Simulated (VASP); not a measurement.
A run of VASP 6.6.1:

INCAR

```
PREC     = Accurate       # precision mode
ENCUT    = 520            # plane-wave cutoff, eV
EDIFF    = 1E-6           # SCF threshold, eV
ISMEAR   = -1             # smearing method
SIGMA    = 0.05           # smearing width, eV
LREAL    = False          # projectors in reciprocal space
LASPH    = True           # aspherical terms in the spheres
NELM     = 80             # most SCF steps
ALGO     = Normal         # electronic algorithm
ISIF     = 2              # what is computed and relaxed
LWAVE    = False          # write WAVECAR
LCHARG   = True           # write CHGCAR
GGA      = CA             # functional
LELF     = True           # ELF
LVHAR    = True         
NBANDS   = 11             # bands
```

File KPOINTS:

```
Automatic mesh
0
Gamma
  10 10 10
```

POSCAR

```
BP
1.0
    0.0000000000      2.2383340787      2.2383340787
    2.2383340787      0.0000000000      2.2383340787
    2.2383340787      2.2383340787      0.0000000000
P B
1 1
Direct
    0.7500000000      0.7500000000      0.7500000000
    0.0000000000      0.0000000000      0.0000000000
```

Potentials or basis: VASP PAW LDA potentials, release 64 (P, B).

Launch:

```bash
$ cat potpaw_LDA.64/P/POTCAR potpaw_LDA.64/B/POTCAR > POTCAR
$ mpirun -np 1 vasp_std > vasp.out
```

Hardware: 1 thread of Intel Xeon 6975P-C (shared host).

Task: Estimate the wall time of this run.

Result: Run time: 5.1 s on 1 thread of Intel Xeon 6975P-C, on a shared host, peak memory 0.13 GiB. Counts: scf iterations 12, k points 47.
